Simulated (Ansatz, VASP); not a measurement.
# One calculation of BAs, two programs

```
B As
1.0
     0.00000    2.48754    2.48754
     2.48754    0.00000    2.48754
     2.48754    2.48754    0.00000
B As
1 1
Direct
  0.00000 0.00000 0.00000
  0.25000 0.25000 0.25000
```

Change from the starting cell: hydrostatic strain +4.0%.

Alike in both runs: task single point; functional HSE06; k mesh 6 × 6 × 6; no spin polarisation.

|  | VASP | Ansatz |
| --- | --- | --- |
| version | VASP 6.6.1 | Ansatz 0.2.0 |
| potentials or method | VASP PAW PBE potentials, release 64 (B, As) | plane waves, PAW |
| plane-wave cutoff (eV) | 520 | 420 |
| occupations | gaussian, width 0.01 eV | fixed |
| valence electrons in the cell | 8 | 18 |

VASP gave:

```
gap on the k mesh at the Fermi level (eV) : 2.03
pressure (GPa)                            : -14.3
```

Question: What did Ansatz give for the same quantities?

Answer: gap on the k mesh at the Fermi level (eV): 2.02; pressure (GPa): -14.1.

VASP's potentials hold 8 valence electrons a cell and Ansatz's 18, so a difference there can come from the potentials and not from the codes. Ansatz's warnings: stress exchange threshold loose, stress scf threshold loose.
